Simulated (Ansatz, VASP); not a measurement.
## Bi in VASP and in Ansatz

INCAR

```
  PREC = Accurate
  ENCUT = 520
  EDIFF = 1E-8
  ISMEAR = -1
  SIGMA = 0.03
  LREAL = False
  LASPH = True
  NELM = 80
  ALGO = Normal
  ISIF = 2
  LWAVE = False
  LCHARG = False
  GGA = PE
  LEFG = True
  NBANDS = 22
```

The input KPOINTS:

```
regular mesh
0
Gamma
  9 9 3
```

The input POSCAR:

```
Bi
1.0
    4.4776549378      0.0000000000      0.0000000000
   -2.2388274690      3.8777629256      0.0000000000
    0.0000000000      0.0000000000     11.6691290509
Bi
2
Direct
    0.3333333333      0.6666666667      0.2500000000
    0.6666666667      0.3333333333      0.7500000000
```

Input for Ansatz:

```yaml
crystal:
  lattice:
    - [4.4776549378, 0.0, 0.0]
    - [-2.238827469, 3.8777629256, 0.0]
    - [0.0, 0.0, 11.6691290509]
  atoms:
    - { symbol: Bi, position: [0.3333333333, 0.6666666667, 0.25] }
    - { symbol: Bi, position: [0.6666666667, 0.3333333333, 0.75] }
kpoints:
  mp_grid: { grid: [9, 9, 3] }
scf:
  occupations: { method: fermi_dirac, width: 0.03 }
hamiltonian:
  xc: pbe
  pseudopotentials: { kind: paw }
output:
  forces: true
  stress: true
  eigenvalues: true
  efg: { contact_densities: true }
```

Change from the starting cell: volume scaled by 0.96, PAW files.

Alike in both runs: task electric field gradients; functional PBE; k mesh 9 × 9 × 3; occupations fermi-dirac, width 0.03 eV; no spin polarisation.

```csv
,VASP,Ansatz
version,VASP 6.6.1,Ansatz 0.2.0
potentials or method,"VASP PAW PBE potentials, release 64 (Bi_d)","PAW with Ansatz's default frozen-core files, scalar-relativistic"
plane-wave cutoff (eV),520,420
valence electrons in the cell,30,30
```

VASP gave:

| Property | Result |
| --- | --- |
| pressure (GPa) | -3.5 |
| traceless stress, the component that is largest in VASP (GPa) | 3.12 |
| size of Vzz on the site where it differs most (V/Å²) | 128.2 |

**Question.** What did Ansatz give for the same quantities?

**Answer.** Pressure (GPa): -3.5; traceless stress, the component that is largest in VASP (GPa): 3.12; size of Vzz on the site where it differs most (V/Å²): 122.1.

With one functional, cell and mesh, what is left measures potentials, basis and numerics.

Neither program's run includes spin-orbit coupling.
